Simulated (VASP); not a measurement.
Runs of VASP 6.6.1 on Si3Sn. The structure is that of space group P-6m2 (No. 187), or close to it. The cells are those of the table. 

| task | cell | k mesh | cutoff (eV) | gap on the mesh (eV) | pressure (GPa) | largest force (eV/Å) |
| --- | --- | --- | --- | --- | --- | --- |
| single point | a = 3.564, b = 3.564, c = 7.172 Å, angles 90.0, 90.0, 120.0°, 4 atoms | 18 × 18 × 6 | 520 | none | 0.0 | 0.01 |
| single point | a = 2.970, b = 2.970, c = 9.645 Å, angles 90.0, 90.0, 120.0°, 4 atoms | 6 × 6 × 2 | 520 | none | 1.0 | (a) |
| single point | a = 3.054, b = 3.054, c = 9.152 Å, angles 90.0, 90.0, 120.0°, 4 atoms | 6 × 6 × 2 | 520 | none | -0.2 | - |
| single point | a = 3.569, b = 3.569, c = 7.139 Å, angles 90.0, 90.0, 120.0°, 4 atoms | 18 × 18 × 8 | 520 | none | -0.1 | 0.01 |
| relaxation of cell and atoms | relaxed from a = 3.564, b = 3.564, c = 7.172 Å, angles 90.0, 90.0, 120.0°, 4 atoms | 18 × 18 × 8 | 600 | none | 0.0 | 0.01 |

Alike in all rows: level PBE; potentials or basis VASP PAW PBE potentials, release 64 (Si, Sn_d); no spin polarisation; smearing gaussian 0.1 eV.

Task: Fill in the values left out.

Result: (a) 1.35.

Caveats: some runs use coarse meshes; spin-orbit coupling is left out, which moves the levels of the heavy elements; forces of over 1 eV/Å act on the atoms, so gaps and moduli don't describe the material at rest (some runs).

A k mesh can miss the band edges, and the runs leave out spin-orbit coupling on Sn.

A gap of «none» marks levels without a gap at the run's occupations.
